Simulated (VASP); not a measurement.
Wanted: the native input for a VASP 6.6.1 run.

```
Task                   : single point
Functional             : PBE
Potentials or basis    : VASP PAW PBE potentials, release 64 (Cu)
Cutoff                 : 520 eV
k mesh                 : 24 × 24 × 12
Occupations            : gaussian, width 0.1 eV
Spin                   : no spin polarisation
Dipole correction      : no
Further INCAR settings : ALGO = Fast; EDIFF = 1e-06; NBANDS = 18
```

The structure of Cu lies in POSCAR:

```
Cu
1.0
    2.5680103729      0.0000000000      0.0000000000
   -1.2840051864      2.2239622201      0.0000000000
    0.0000000000      0.0000000000      4.1096575943
Cu
2
Direct
    0.3333333333      0.6666666667      0.2500000000
    0.6666666667      0.3333333333      0.7500000000
```

This cell differs from its parent crystal: strain along c alone, the other axes held: -2.0 %.

These files were run (other wordings do the same):

INCAR

```
SYSTEM = Cu
ALGO = Fast
EDIFF = 1E-6
ENCUT = 520
GGA = PE
ISIF = 2
ISMEAR = 0
LASPH = .TRUE.
LCHARG = .FALSE.
LREAL = .FALSE.
LWAVE = .FALSE.
NBANDS = 18
NELM = 60
PREC = Accurate
SIGMA = 0.1
```

KPOINTS

```
k-points
0
G
  24 24 12
  0 0 0
```

Potentials or basis: VASP PAW PBE potentials, release 64 (Cu).

Run with:

```bash
$ cat potpaw_PBE.64/Cu/POTCAR > POTCAR
$ mpirun -np 1 vasp_std > vasp.out
```

It gave:

```
Pressure               : 3.8 GPa
Band gap on the k mesh : zero (band 11 reaches 11.62 eV, above the bottom of band 12 at 5.70 eV)
```

Caveat: the cell differs from its parent crystal (strain along c alone, the other axes held: -2.0 %).

Run time: 73 s on 1 thread of Intel(R) Xeon(R) 6975P-C (Granite Rapids), with other jobs on the host, peak memory 0.25 GiB.
